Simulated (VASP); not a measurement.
# LiBr (Fm-3m) in VASP: further runs

LiBr is run at these levels: PBE; tasks: single point.

Program: VASP 6.6.1. These are calculated values, not measurements. Logs are shortened: lines on timing, memory, paths and dates and some standing lists are left out, and cuts for length are marked.

## (1) The cell of the first run

Symmetry: Fm-3m, No. 225, cubic system. The conventional cell has a = 5.398 Å, b = 5.398 Å, c = 5.398 Å, α = 90.00°, β = 90.00°, γ = 90.00°. Within 3.6 Å of Li (site symmetry m-3m) lie 6 Br at 2.70 Å. Within 3.6 Å of Br (site symmetry m-3m) lie 6 Li at 2.70 Å.

## (2) Single point, PBE (volume changed by -6%)

Contents of INCAR:

```
  ALGO = Normal
  EDIFF = 1E-6
  ENCUT = 750
  GGA = PE
  GGA_COMPAT = F
  ISIF = 2
  ISMEAR = 0
  LASPH = T
  LCHARG = T
  LELF = T
  LREAL = F
  LVHAR = T
  LWAVE = F
  NBANDS = 12
  NELM = 120
  PREC = Accurate
  SIGMA = 0.01
```

Contents of KPOINTS:

```
k-points
0
Gamma
  6 6 6
```

Contents of POSCAR:

```
LiBr
1.0
    0.0000000000      2.6991555587      2.6991555587
    2.6991555587      0.0000000000      2.6991555587
    2.6991555587      2.6991555587      0.0000000000
Li Br
1 1
Direct
    0.0000000000      0.0000000000      0.0000000000
    0.5000000000      0.5000000000      0.5000000000
```

Potentials or basis: VASP PAW PBE potentials, release 64 (Li_sv, Br).

Launch:

```console
$ cat potpaw_PBE.64/Li_sv/POTCAR potpaw_PBE.64/Br/POTCAR > POTCAR
$ mpirun -np 1 vasp_std > vasp.out
```

OUTCAR:

```text
EDIFF = 1E-6
   ENCUT = 750
   GGA = PE
   ISIF = 2
   ISMEAR = 0
   LASPH = T
   LREAL = F
   NELM = 120
   PREC = Accurate

 ion  position               nearest neighbor table
   1  0.000  0.000  0.000-
   2  0.500  0.500  0.500-

  LATTYP: Found a face centered cubic cell.
 ALAT       =     5.3983111174

  Lattice vectors:

 A1 = (   0.0000000000,   2.6991555587,   2.6991555587)
 A2 = (   2.6991555587,   0.0000000000,   2.6991555587)
 A3 = (   2.6991555587,   2.6991555587,   0.0000000000)

Analysis of symmetry for initial positions (statically):
=====================================================================
 Subroutine PRICEL returns:
 Original cell was already a primitive cell.

 Routine SETGRP: Setting up the symmetry group for a
 face centered cubic supercell.

 Subroutine GETGRP returns: Found 48 space group operations
 (whereof 48 operations were pure point group operations)
 out of a pool of 48 trial point group operations.

The static configuration has the point symmetry O_h .

Analysis of symmetry for dynamics (positions and initial velocities):
=====================================================================
 Subroutine PRICEL returns:
 Original cell was already a primitive cell.

 Routine SETGRP: Setting up the symmetry group for a
 face centered cubic supercell.

 Subroutine GETGRP returns: Found 48 space group operations
 (whereof 48 operations were pure point group operations)
 out of a pool of 48 trial point group operations.

The dynamic configuration has the point symmetry O_h .

 Subroutine INISYM returns: Found 48 space group operations
 (whereof 48 operations are pure point group operations),
 and found     1 'primitive' translations

----------------------------------------------------------------------------------------

                                     Primitive cell

  volume of cell :      39.3291

  direct lattice vectors                    reciprocal lattice vectors
     0.000000000  2.699155559  2.699155559    -0.185243121  0.185243121  0.185243121
     2.699155559  0.000000000  2.699155559     0.185243121 -0.185243121  0.185243121
     2.699155559  2.699155559  0.000000000     0.185243121  0.185243121 -0.185243121

  length of vectors
     3.817182398  3.817182398  3.817182398     0.320850497  0.320850497  0.320850497

  position of ions in fractional coordinates (direct lattice)
     0.000000000  0.000000000  0.000000000
     0.500000000  0.500000000  0.500000000

  ion indices of the primitive-cell ions
   primitive index   ion index
                 1           1
                 2           2

----------------------------------------------------------------------------------------

 KPOINTS: k-points

Automatic generation of k-mesh.
 Grid dimensions read from file:
 generate k-points for:    6    6    6

 Generating k-lattice:

  Cartesian coordinates                     Fractional coordinates (reciprocal lattice)
    -0.030873854  0.030873854  0.030873854     0.166666667  0.000000000  0.000000000
     0.030873854 -0.030873854  0.030873854     0.000000000  0.166666667  0.000000000
     0.030873854  0.030873854 -0.030873854     0.000000000  0.000000000  0.166666667

  Length of vectors
     0.053475083  0.053475083  0.053475083

  Shift w.r.t. Gamma in fractional coordinates (k-lattice)
     0.000000000  0.000000000  0.000000000

 Subroutine IBZKPT returns following result:
 ===========================================

 Found     16 irreducible k-points:

 Following reciprocal coordinates:
            Coordinates               Weight
  0.000000  0.000000  0.000000      1.000000
  0.166667  0.000000  0.000000      8.000000
  0.333333  0.000000  0.000000      8.000000
  0.500000  0.000000  0.000000      4.000000
  0.166667  0.166667  0.000000      6.000000
  0.333333  0.166667  0.000000     24.000000
[... 8 lines left out ...]
 -0.333333  0.333333  0.166667     24.000000
 -0.333333  0.500000  0.166667     12.000000
   k-points           NKPTS =     16   k-points in BZ     NKDIM =     16   number of bands    NBANDS=     12
   number of dos      NEDOS =    301   number of ions     NIONS =      2
   total plane-waves  NPLWV =  46656
   dimension x,y,z NGX =    36 NGY =   36 NGZ =   36
   dimension x,y,z NGXF=    72 NGYF=   72 NGZF=   72
   ions per type =               1   1
   NGX,Y,Z   is equivalent  to a cutoff of  15.68, 15.68, 15.68 a.u.
   NGXF,Y,Z  is equivalent  to a cutoff of  31.36, 31.36, 31.36 a.u.
 SYSTEM =  unknown system
   PREC   = accura    normal or accurate (medium, high low for compatibility)
   ISTART =      0    job   : 0-new  1-cont  2-samecut
   ICHARG =      2    charge: 1-file 2-atom 10-const
   ISPIN  =      1    spin polarized calculation?
   LNONCOLLINEAR =      F non collinear calculations
   LSORBIT =      F    spin-orbit coupling
   LASPH  =      T    aspherical Exc in radial PAW
   ENCUT  =  750.0 eV  55.12 Ry    7.42 a.u.   8.52  8.52  8.52*2*pi/ulx,y,z
   NELM   =    120;   NELMIN=  2; NELMDL= -5     # of ELM steps
   EDIFF  = 0.1E-05   stopping-criterion for ELM
   LREAL  =      F    real-space projection
   EDIFFG = 0.1E-04   stopping-criterion for IOM
   NSW    =      0    number of steps for IOM
   IBRION =     -1    ionic relax: 0-MD 1-quasi-New 2-CG
   NFREE  =      0    steps in history (QN), initial steepest desc. (CG)
   ISIF   =      2    stress and relaxation
   ISYM   =      2    0-nonsym 1-usesym 2-fastsym
   POTIM  = 0.5000    time-step for ionic-motion
   TEBEG  =    0.0;   TEEND  =   0.0 temperature during run
   PSTRESS=    0.0 pullay stress
   NELECT =      10.0000    total number of electrons
   NUPDOWN=      -1.0000    fix difference up-down
   EMIN   =  10.00;   EMAX   =-10.00  energy-range for DOS
   EFERMI =   0.00;   METHOD = LEGACY
   ISMEAR =     0;   SIGMA  =   0.01  broadening in eV -4-tet -1-fermi 0-gaus
   EFERMI_NEDOS =   21; number of points for ismear=-14 and -15
   IALGO  =     38    algorithm
   IMIX   =      4    mixing-type and parameters
     AMIX     =   0.40;   BMIX     =  1.00
     AMIX_MAG =   1.60;   BMIX_MAG =  1.00
  volume/ion in A,a.u.               =      19.66       132.70
  Fermi-wavevector in a.u.,A,eV,Ry     =   1.037139  1.959908 14.635203  1.075657
  Thomas-Fermi vector in A             =   2.171563
   LORBIT       =      0    0 simple, 1 ext, 2 COOP (PROOUT), +10 PAW based schemes
   GGA     = PE    functional components
   LHFCALC =     F    Hartree Fock is set to
   AEXX    =    0.0000 exact exchange contribution
   IVDW    =     0    specifies the selected vdW correction
   LEPSILON=     F    determine dielectric tensor
   LRPA    =     F    only Hartree local field effects (RPA)
 non-spin polarized calculation
 Gauss-broadening in eV      SIGMA  =   0.01
  energy-cutoff  :      750.00
  volume of cell :       39.33
 maximum number of plane-waves:      1853
 NGX is ok and might be reduce to    36
   NGX = 17   NGY = 17   NGZ = 17

 number of electron      10.0000001 magnetization

 Free energy of the ion-electron system (eV)
  ---------------------------------------------------
  ext. energy  EPLUGINS =         0.00000000
  ---------------------------------------------------
  free energy    TOTEN  =        -6.62785992 eV

  energy without entropy =       -6.62785992  energy(sigma->0) =       -6.62785992

 E-fermi :   0.7948     XC(G=0):  -8.6631

 val. band max:        0.7213171849   @ k =   0.0000   0.0000   0.0000
 cond. band min:       5.9211279848   @ k =   0.0000   0.0000   0.0000
 fundamental gap:      5.1998107999
 Fermi energy:         0.7948078646

 k-point     1 :       0.0000    0.0000    0.0000
  band No.  band energies     occupation
      1     -43.5976      2.00000
      2     -12.9122      2.00000
      3       0.7213      2.00000
      4       0.7213      2.00000
      5       0.7213      2.00000
      6       5.9211      0.00000
      7      11.2627      0.00000
      8      11.2627      0.00000
      9      11.2627      0.00000
     10      13.2131      0.00000
     11      13.2131      0.00000
     12      13.2131      0.00000

 k-point     2 :       0.1667    0.0000    0.0000
  band No.  band energies     occupation
      1     -43.5972      2.00000
      2     -12.7876      2.00000
      3      -0.2937      2.00000
      4       0.6423      2.00000
      5       0.6423      2.00000
      6       6.6900      0.00000
      7      10.3943      0.00000
      8      10.7657      0.00000
      9      10.7657      0.00000
     10      12.4037      0.00000
     11      12.4037      0.00000
     12      13.7040      0.00000

 k-point     3 :       0.3333    0.0000    0.0000
  band No.  band energies     occupation
      1     -43.5965      2.00000
      2     -12.5168      2.00000
      3      -1.7803      2.00000
      4       0.4985      2.00000
      5       0.4985      2.00000
      6       6.6670      0.00000
      7       9.3500      0.00000
      8       9.3500      0.00000
      9      11.6387      0.00000
     10      14.2669      0.00000
     11      14.3577      0.00000
     12      14.3577      0.00000
[... 166 lines left out ...]
 k-point    15 :      -0.3333    0.3333    0.1667
  band No.  band energies     occupation
      1     -43.5958      2.00000
      2     -12.2065      2.00000
      3      -1.9102      2.00000
      4      -1.2185      2.00000
      5      -0.1954      2.00000
      6       8.4920      0.00000
      7       8.7283      0.00000
      8      10.5954      0.00000
      9      11.0753      0.00000
     10      14.1851      0.00000
     11      15.0532      0.00000
     12      18.0253      0.00000

 k-point    16 :      -0.3333    0.5000    0.1667
  band No.  band energies     occupation
      1     -43.5957      2.00000
      2     -12.1480      2.00000
      3      -2.0532      2.00000
      4      -1.1351      2.00000
      5      -0.5270      2.00000
      6       7.9923      0.00000
      7       9.0647      0.00000
      8      10.7116      0.00000
      9      11.5757      0.00000
     10      14.1987      0.00000
     11      16.3291      0.00000
     12      18.4536      0.00000

------------------------ aborting loop because EDIFF is reached ----------------------------------------

  FORCE on cell =-STRESS in cart. coord.  units (eV):
  Direction    XX          YY          ZZ          XY          YZ          ZX
  --------------------------------------------------------------------------------------
  -------------------------------------------------------------------------------------
  Total        0.4353666      0.4353666      0.4353666      0.0000000      0.0000000      0.0000000
  in kB       17.7358458     17.7358458     17.7358458      0.0000000      0.0000000      0.0000000
  external PRESSURE =      17.7358458 kB  Pullay stress =       0.0000000 kB

 VOLUME and BASIS-vectors are now :
 -----------------------------------------------------------------------------
  energy-cutoff  :      750.00
  volume of cell :       39.33
      direct lattice vectors                 reciprocal lattice vectors
     0.000000000  2.699155559  2.699155559    -0.185243121  0.185243121  0.185243121
     2.699155559  0.000000000  2.699155559     0.185243121 -0.185243121  0.185243121
     2.699155559  2.699155559  0.000000000     0.185243121  0.185243121 -0.185243121

 POSITION                                       TOTAL-FORCE (eV/Angst)
 -----------------------------------------------------------------------------------
      0.00000      0.00000      0.00000        -0.000000     -0.000000      0.000000
      2.69916      2.69916      2.69916         0.000000      0.000000     -0.000000
 -----------------------------------------------------------------------------------
    total drift:                                0.000000      0.000000      0.000000

  FREE ENERGIE OF THE ION-ELECTRON SYSTEM (eV)
  ---------------------------------------------------
  free  energy   TOTEN  =        -6.6278599194 eV

  energy  without entropy=       -6.6278599194  energy(sigma->0) =       -6.62785992
```

It took 22 s on 1 thread of Intel Xeon 8259CL, shared host; peak memory 0.2 GiB.

What came out:

* Free energy: -6.6279 eV
* Pressure: 1.8 GPa
* Band gap on the k mesh: 5.20 eV, direct

Levels at points of the mesh, in eV from the valence-band top:
```
           k point  band 3  band 4  band 5  band 6  band 7  band 8
(0.00, 0.00, 0.00)    0.00    0.00    0.00    5.20   10.54   10.54
(0.50, 0.00, 0.00)   -3.12   -0.29   -0.29    5.65    8.11    8.11
(0.50, 0.50, 0.00)   -3.15   -1.25   -1.25    6.33    7.02   12.11
```

 A k mesh can miss the band edges.

## (3) Single point, PBE (volume changed by -3%)

Contents of INCAR:

```
PREC = Accurate ; ENCUT = 750
EDIFF = 1E-6 ; ISMEAR = 0
SIGMA = 0.01 ; LREAL = False
LASPH = True ; NELM = 120
ALGO = Normal ; ISIF = 2
LWAVE = False ; LCHARG = True
GGA = PE ; LELF = True
LVHAR = True ; NBANDS = 12
GGA_COMPAT = False
```

Contents of KPOINTS:

```
regular mesh
0
Gamma
  6 6 6
```

Contents of POSCAR:

```
LiBr
1.0
    0.0000000000      2.7275698105      2.7275698105
    2.7275698105      0.0000000000      2.7275698105
    2.7275698105      2.7275698105      0.0000000000
Li Br
1 1
Direct
    0.0000000000      0.0000000000      0.0000000000
    0.5000000000      0.5000000000      0.5000000000
```

Potentials or basis: VASP PAW PBE potentials, release 64 (Li_sv, Br).

Launch:

```console
$ cat potpaw_PBE.64/Li_sv/POTCAR potpaw_PBE.64/Br/POTCAR > POTCAR
$ mpirun -np 1 vasp_std > vasp.out
```

Wall time 22 s (1 thread of Intel Xeon 8259CL, shared host); peak memory 0.2 GiB.

Results (log left out):

| Item | Value |
| --- | --- |
| Free energy | -6.6381 eV |
| Pressure | 0.8 GPa |
| Band gap on the k mesh | 5.05 eV, direct |

Levels at points of the mesh, in eV from the valence-band top:
| k point | band 2 | band 3 | band 4 | band 5 | band 6 | band 7 | band 8 | band 9 |
| --- | --- | --- | --- | --- | --- | --- | --- | --- |
| (0.00, 0.00, 0.00) | -13.52 | 0.00 | 0.00 | 0.00 | 5.05 | 10.52 | 10.52 | 10.52 |
| (0.50, 0.00, 0.00) | -13.02 | -2.98 | -0.27 | -0.27 | 5.64 | 8.11 | 8.11 | 12.01 |
| (0.50, 0.50, 0.00) | -12.81 | -3.00 | -1.19 | -1.19 | 6.28 | 7.07 | 11.83 | 12.60 |

[end of part 1 of 2]
